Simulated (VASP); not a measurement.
# Pd (Pm-3m) in VASP: relaxation of cell and atoms with PBEsol

Aim: the relaxation of cell and atoms of Pd with PBEsol.

All numbers are computed with VASP 6.6.1; they aren't measurements. Logs are shortened: lines on timing, memory, paths and dates and some standing lists are left out, and cuts for length are marked.

### 1 The cell of the first run

Symmetry: Pm-3m, No. 221, cubic system. Conventional cell: a = 2.506 Å, b = 2.506 Å, c = 2.506 Å, α = 90.00°, β = 90.00°, γ = 90.00°. Within 3.3 Å of Pd (site symmetry m-3m) lie 6 Pd at 2.51 Å.

This isn't the form of Pd at room conditions, which is fcc.

### 2 Relaxation of cell and atoms, PBEsol

The input, INCAR:

```
SYSTEM = Pd
PREC = Accurate
ENCUT = 630
EDIFF = 1E-7
ISMEAR = 0
SIGMA = 0.1
LREAL = .False.
LASPH = .True.
NELM = 120
ALGO = Normal
ISIF = 3
LWAVE = .False.
LCHARG = .False.
GGA = PS
IBRION = 2
NSW = 90
EDIFFG = -0.04
GGA_COMPAT = .False.
NELMIN = 4
```

The input, KPOINTS:

```
Automatic mesh
0
Gamma
  6 6 6
  0 0 0
```

The input, POSCAR:

```
Pd
1.0
    2.5058634109      0.0000000000      0.0000000000
    0.0000000000      2.5058634109      0.0000000000
    0.0000000000      0.0000000000      2.5058634109
Pd
1
Direct
    0.0000000000      0.0000000000      0.0000000000
```

Potentials or basis: VASP PAW PBE potentials, release 64 (Pd_sv_GW).

Run with:

```
$ cat potpaw_PBE.64/Pd_sv_GW/POTCAR > POTCAR
$ mpirun -np 1 vasp_std > vasp.out
```

OUTCAR:

```text
SYSTEM = Pd
   PREC = Accurate
   ENCUT = 630
   EDIFF = 1E-7
   ISMEAR = 0
   LREAL = .False.
   LASPH = .True.
   NELM = 120
   ISIF = 3
   GGA = PS
   IBRION = 2
   NSW = 90
   EDIFFG = -0.04
   NELMIN = 4

 ion  position               nearest neighbor table
   1  0.000  0.000  0.000-

  LATTYP: Found a simple cubic cell.
 ALAT       =     2.5058634109

  Lattice vectors:

 A1 = (   2.5058634109,   0.0000000000,   0.0000000000)
 A2 = (   0.0000000000,   2.5058634109,   0.0000000000)
 A3 = (   0.0000000000,   0.0000000000,   2.5058634109)

Analysis of symmetry for initial positions (statically):
=====================================================================
 Subroutine PRICEL returns:
 Original cell was already a primitive cell.

 Routine SETGRP: Setting up the symmetry group for a
 simple cubic supercell.

 Subroutine GETGRP returns: Found 48 space group operations
 (whereof 48 operations were pure point group operations)
 out of a pool of 48 trial point group operations.

The static configuration has the point symmetry O_h .

Analysis of symmetry for dynamics (positions and initial velocities):
=====================================================================
 Subroutine PRICEL returns:
 Original cell was already a primitive cell.

 Routine SETGRP: Setting up the symmetry group for a
 simple cubic supercell.

 Subroutine GETGRP returns: Found 48 space group operations
 (whereof 48 operations were pure point group operations)
 out of a pool of 48 trial point group operations.

The dynamic configuration has the point symmetry O_h .

 Subroutine INISYM returns: Found 48 space group operations
 (whereof 48 operations are pure point group operations),
 and found     1 'primitive' translations

----------------------------------------------------------------------------------------

                                     Primitive cell

  volume of cell :      15.7352

  direct lattice vectors                    reciprocal lattice vectors
     2.505863411  0.000000000  0.000000000     0.399064049  0.000000000  0.000000000
     0.000000000  2.505863411  0.000000000     0.000000000  0.399064049  0.000000000
     0.000000000  0.000000000  2.505863411     0.000000000  0.000000000  0.399064049

  length of vectors
     2.505863411  2.505863411  2.505863411     0.399064049  0.399064049  0.399064049

  position of ions in fractional coordinates (direct lattice)
     0.000000000  0.000000000  0.000000000

  ion indices of the primitive-cell ions
   primitive index   ion index
                 1           1

----------------------------------------------------------------------------------------

 KPOINTS: Automatic mesh

Automatic generation of k-mesh.
 Grid dimensions read from file:
 generate k-points for:    6    6    6

 Generating k-lattice:

  Cartesian coordinates                     Fractional coordinates (reciprocal lattice)
     0.066510675  0.000000000  0.000000000     0.166666667  0.000000000  0.000000000
     0.000000000  0.066510675  0.000000000     0.000000000  0.166666667  0.000000000
     0.000000000  0.000000000  0.066510675     0.000000000  0.000000000  0.166666667

  Length of vectors
     0.066510675  0.066510675  0.066510675

  Shift w.r.t. Gamma in fractional coordinates (k-lattice)
     0.000000000  0.000000000  0.000000000

 Subroutine IBZKPT returns following result:
 ===========================================

 Found     20 irreducible k-points:

 Following reciprocal coordinates:
            Coordinates               Weight
  0.000000  0.000000  0.000000      1.000000
  0.166667  0.000000  0.000000      6.000000
  0.333333  0.000000  0.000000      6.000000
  0.500000  0.000000  0.000000      3.000000
  0.166667  0.166667  0.000000     12.000000
  0.333333  0.166667  0.000000     24.000000
[... 12 lines left out ...]
  0.500000  0.500000  0.333333      6.000000
  0.500000  0.500000  0.500000      1.000000
   k-points           NKPTS =     20   k-points in BZ     NKDIM =     20   number of bands    NBANDS=     13
   number of dos      NEDOS =    301   number of ions     NIONS =      1
   total plane-waves  NPLWV =  13824
   dimension x,y,z NGX =    24 NGY =   24 NGZ =   24
   dimension x,y,z NGXF=    48 NGYF=   48 NGZF=   48
   ions per type =               1
   NGX,Y,Z   is equivalent  to a cutoff of  15.92, 15.92, 15.92 a.u.
   NGXF,Y,Z  is equivalent  to a cutoff of  31.84, 31.84, 31.84 a.u.
 SYSTEM =  Pd
   PREC   = accura    normal or accurate (medium, high low for compatibility)
   ISTART =      0    job   : 0-new  1-cont  2-samecut
   ICHARG =      2    charge: 1-file 2-atom 10-const
   ISPIN  =      1    spin polarized calculation?
   LNONCOLLINEAR =      F non collinear calculations
   LSORBIT =      F    spin-orbit coupling
   LASPH  =      T    aspherical Exc in radial PAW
   ENCUT  =  630.0 eV  46.30 Ry    6.80 a.u.   5.13  5.13  5.13*2*pi/ulx,y,z
   NELM   =    120;   NELMIN=  4; NELMDL= -5     # of ELM steps
   EDIFF  = 0.1E-06   stopping-criterion for ELM
   LREAL  =      F    real-space projection
   EDIFFG = -.4E-01   stopping-criterion for IOM
   NSW    =     90    number of steps for IOM
   IBRION =      2    ionic relax: 0-MD 1-quasi-New 2-CG
   NFREE  =      1    steps in history (QN), initial steepest desc. (CG)
   ISIF   =      3    stress and relaxation
   ISYM   =      2    0-nonsym 1-usesym 2-fastsym
   POTIM  = 0.5000    time-step for ionic-motion
   TEBEG  =    0.0;   TEEND  =   0.0 temperature during run
   PSTRESS=    0.0 pullay stress
   NELECT =      18.0000    total number of electrons
   NUPDOWN=      -1.0000    fix difference up-down
   EMIN   =  10.00;   EMAX   =-10.00  energy-range for DOS
   EFERMI =   0.00;   METHOD = LEGACY
   ISMEAR =     0;   SIGMA  =   0.10  broadening in eV -4-tet -1-fermi 0-gaus
   EFERMI_NEDOS =   21; number of points for ismear=-14 and -15
   IALGO  =     38    algorithm
   IMIX   =      4    mixing-type and parameters
     AMIX     =   0.40;   BMIX     =  1.00
     AMIX_MAG =   1.60;   BMIX_MAG =  1.00
  volume/ion in A,a.u.               =      15.74       106.19
  Fermi-wavevector in a.u.,A,eV,Ry     =   1.712149  3.235493 39.884865  2.931455
  Thomas-Fermi vector in A             =   2.790132
   LORBIT       =      0    0 simple, 1 ext, 2 COOP (PROOUT), +10 PAW based schemes
   GGA     = PS    functional components
   LHFCALC =     F    Hartree Fock is set to
   AEXX    =    0.0000 exact exchange contribution
   IVDW    =     0    specifies the selected vdW correction
   LEPSILON=     F    determine dielectric tensor
   LRPA    =     F    only Hartree local field effects (RPA)
 conjugate gradient relaxation of ions
 non-spin polarized calculation
 Gauss-broadening in eV      SIGMA  =   0.10
  energy-cutoff  :      630.00
  volume of cell :       15.74
 maximum number of plane-waves:       587
 NGX is ok and might be reduce to    24
   NGX = 11   NGY = 11   NGZ = 11

--------------------------------------- Ionic step        1  -------------------------------------------

 number of electron      17.9999996 magnetization

 Free energy of the ion-electron system (eV)
  ---------------------------------------------------
  ext. energy  EPLUGINS =         0.00000000
  ---------------------------------------------------
  free energy    TOTEN  =        -3.80942641 eV

  energy without entropy =       -3.79951176  energy(sigma->0) =       -3.80446908

------------------------ aborting loop because EDIFF is reached ----------------------------------------

  FORCE on cell =-STRESS in cart. coord.  units (eV):
  Direction    XX          YY          ZZ          XY          YZ          ZX
  --------------------------------------------------------------------------------------
  -------------------------------------------------------------------------------------
  Total        1.3181908      1.3181908      1.3181908     -0.0000000     -0.0000000     -0.0000000
  in kB      134.2198233    134.2198233    134.2198233     -0.0000000     -0.0000000     -0.0000000
  external PRESSURE =     134.2198233 kB  Pullay stress =       0.0000000 kB

 VOLUME and BASIS-vectors are now :
 -----------------------------------------------------------------------------
  energy-cutoff  :      630.00
  volume of cell :       15.74
      direct lattice vectors                 reciprocal lattice vectors
     2.505863411  0.000000000  0.000000000     0.399064049  0.000000000  0.000000000
     0.000000000  2.505863411  0.000000000     0.000000000  0.399064049  0.000000000
     0.000000000  0.000000000  2.505863411     0.000000000  0.000000000  0.399064049

 POSITION                                       TOTAL-FORCE (eV/Angst)
 -----------------------------------------------------------------------------------
      0.00000      0.00000      0.00000         0.000000      0.000000      0.000000
 -----------------------------------------------------------------------------------
    total drift:                                0.000000      0.000000      0.000000

  FREE ENERGIE OF THE ION-ELECTRON SYSTEM (eV)
  ---------------------------------------------------
  free  energy   TOTEN  =        -3.8094264084 eV

  energy  without entropy=       -3.7995117582  energy(sigma->0) =       -3.80446908

--------------------------------------- Ionic step        2  -------------------------------------------

 number of electron      17.9999994 magnetization

 E-fermi :   5.0464     XC(G=0): -12.0460

 val. band max:        4.9932036322   @ k =   0.5000   0.3333   0.1667
 cond. band min:       5.1881521881   @ k =   0.0000   0.0000   0.0000
 fundamental gap:      0.1949485559
 Fermi energy:         5.0463921487

 k-point     1 :       0.0000    0.0000    0.0000
  band No.  band energies     occupation
      1     -78.4793      2.00000
      2     -44.0655      2.00000
      3     -44.0655      2.00000
      4     -44.0655      2.00000
      5      -0.4336      2.00000
      6       1.0912      2.00000
      7       1.0912      2.00000
      8       5.1882      0.04499
      9       5.1882      0.04499
     10       5.1882      0.04499
     11      21.0642      0.00000
     12      21.0642      0.00000
     13      21.0642      0.00000

 k-point     2 :       0.1667    0.0000    0.0000
  band No.  band energies     occupation
      1     -78.4722      2.00000
      2     -44.1430      2.00000
      3     -44.0584      2.00000
      4     -44.0584      2.00000
      5       0.1752      2.00000
      6       1.1944      2.00000
      7       1.6469      2.00000
      8       4.8052      1.99935
      9       4.8052      1.99935
     10       5.2205      0.01380
     11      17.2945      0.00000
[... 310 lines left out ...]
 POSITION                                       TOTAL-FORCE (eV/Angst)
 -----------------------------------------------------------------------------------
      0.00000      0.00000      0.00000         0.000000     -0.000000      0.000000
 -----------------------------------------------------------------------------------
    total drift:                                0.000000     -0.000000      0.000000

  FREE ENERGIE OF THE ION-ELECTRON SYSTEM (eV)
  ---------------------------------------------------
  free  energy   TOTEN  =        -3.7543096467 eV

  energy  without entropy=       -3.7442602798  energy(sigma->0) =       -3.74928496

--------------------------------------- Ionic step        3  -------------------------------------------

 number of electron      18.0000006 magnetization

 Free energy of the ion-electron system (eV)
  ---------------------------------------------------
  ext. energy  EPLUGINS =         0.00000000
  ---------------------------------------------------
  free energy    TOTEN  =        -3.85428307 eV

  energy without entropy =       -3.84463422  energy(sigma->0) =       -3.84945865

 E-fermi :   6.4774     XC(G=0): -12.7252

 val. band max:        6.4266319547   @ k =   0.5000   0.5000   0.3333
 cond. band min:       6.6708493136   @ k =   0.0000   0.0000   0.0000
 fundamental gap:      0.2442173589
 Fermi energy:         6.4774464475

 k-point     1 :       0.0000    0.0000    0.0000
  band No.  band energies     occupation
      1     -77.3338      2.00000
      2     -42.8453      2.00000
      3     -42.8453      2.00000
      4     -42.8453      2.00000
      5       0.2477      2.00000
      6       1.7968      2.00000
      7       1.7968      2.00000
      8       6.6708      0.00624
      9       6.6708      0.00624
     10       6.6708      0.00624
     11      23.2942      0.00000
     12      23.2942      0.00000
     13      23.2942      0.00000

 k-point     2 :       0.1667    0.0000    0.0000
  band No.  band energies     occupation
      1     -77.3222      2.00000
      2     -42.9611      2.00000
      3     -42.8354      2.00000
      4     -42.8354      2.00000
      5       0.9066      2.00000
      6       1.9193      2.00000
      7       2.4580      2.00000
      8       6.1994      1.99992
      9       6.1994      1.99992
     10       6.7101      0.00100
     11      19.4128      0.00000
[... 310 lines left out ...]
 POSITION                                       TOTAL-FORCE (eV/Angst)
 -----------------------------------------------------------------------------------
      0.00000      0.00000      0.00000        -0.000000     -0.000000      0.000000
 -----------------------------------------------------------------------------------
    total drift:                                0.000000      0.000000      0.000000

  FREE ENERGIE OF THE ION-ELECTRON SYSTEM (eV)
  ---------------------------------------------------
  free  energy   TOTEN  =        -3.8542830734 eV

  energy  without entropy=       -3.8446342214  energy(sigma->0) =       -3.84945865

 reached required accuracy - stopping structural energy minimisation
```

It took 11 s on 1 thread of Intel Xeon 6975P-C (Granite Rapids), shared host; peak memory 0.16 GiB.

Results:

```
Free energy                           : -3.8543 eV
Relaxed volume                        : 16.92 Å³/atom
Relaxed cell                          : a = 2.567 Å, b = 2.567 Å, c = 2.567 Å, α = 90.00°, β = 90.00°, γ = 90.00°
Space group after relaxing (to 0.1 Å) : Pm-3m (No. 221)
Energy gained by relaxing             : 44.9 meV/atom
Ionic steps                           : 3
Pressure after relaxing               : -0.4 GPa
Band gap on the k mesh                : zero (bands 9 and 10 overlap by 2.04 eV)
```

The path:
| step | energy change (eV) | largest force (eV/Å) | pressure (GPa) | volume (Å³) |
| --- | --- | --- | --- | --- |
| 1 | 0.0000 | 0.0000 | 13.42 | 15.74 |
| 2 | 0.0551 | 0.0000 | -13.90 | 18.93 |
| 3 | -0.0449 | 0.0000 | -0.36 | 16.92 |

Final structure:
```yaml
crystal:
  lattice:
    - [2.56713, 0.00000, 0.00000]
    - [0.00000, 2.56713, 0.00000]
    - [0.00000, 0.00000, 2.56713]
  atoms:
    - { symbol: Pd, position: [0.00000, 0.00000, 0.00000] }
```

Caveat: the k points lie up to 0.41 Å⁻¹ apart in the final cell, too coarse for converged energies and pressures of a metal; the PAW data sets were made with another functional, which shifts forces and pressure a little.

The gap in the log of VASP goes by the Fermi energy; the results here count the filled bands.